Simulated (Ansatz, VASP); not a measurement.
# One calculation of P, two programs

INCAR

```
PREC = Accurate ; ENCUT = 520
EDIFF = 1E-6 ; ISMEAR = -1
SIGMA = 0.1 ; LREAL = False
LASPH = True ; NELM = 60
ALGO = Normal ; ISIF = 2
LWAVE = False ; LCHARG = False
GGA = PE ; NBANDS = 12
```

The input KPOINTS:

```
Automatic mesh
0
Gamma
  14 14 11
```

File POSCAR:

```
P
1.0
   -2.7569002946      3.1177397438      1.3161476217
    3.1177397438     -2.7569002946      1.3161476217
    2.3888055125      2.3888055125     -0.6552695095
P
2
Direct
    0.9668659313      0.0331340687      1.0000000000
    0.7831340687      0.2168659313      0.5000000000
```

Input for Ansatz:

```yaml
crystal:
  lattice:
    - [-2.7569002946, 3.1177397438, 1.3161476217]
    - [3.1177397438, -2.7569002946, 1.3161476217]
    - [2.3888055125, 2.3888055125, -0.6552695095]
  atoms:
    - { symbol: P, position: [0.9668659313, 0.0331340687, 1.0] }
    - { symbol: P, position: [0.7831340687, 0.2168659313, 0.5] }
hamiltonian:
  xc: pbe
  pseudopotentials:
    kind: paw
    azcp:
      P: "pseudopotentials/P.paw.azcp"
basis:
  ecutwfc: 420
  fft_grid_basis: typed
kpoints:
  mp_grid: { grid: [14, 14, 11], shift: [0, 0, 0] }
magnetization:
  spin_polarized: false
scf:
  occupations: { method: fermi_dirac, width: 0.1 }
  lower_state_search: "off"
output:
  stress: true
```

Alike in both runs: task single point; functional PBE; k mesh 14 × 14 × 11; occupations fermi-dirac, width 0.1 eV; no spin polarisation.

|  | VASP | Ansatz |
| --- | --- | --- |
| version | VASP 6.6.1 | Ansatz 0.2.0 |
| potentials or method | VASP PAW PBE potentials, release 64 (P), cutoff 520 eV | plane waves (420 eV) with PAW, scalar-relativistic |
| valence electrons in the cell | 10 | 10 |

|  | VASP | Ansatz | Ansatz less VASP |
| --- | --- | --- | --- |
| pressure (GPa) | -5.6 | -5.3 | +0.23 |
| traceless stress, the component that is largest in VASP (GPa) | -1.27 | -1.22 | +0.050 |

The functional is the same, so the differences come from potentials, cutoffs and numerics.
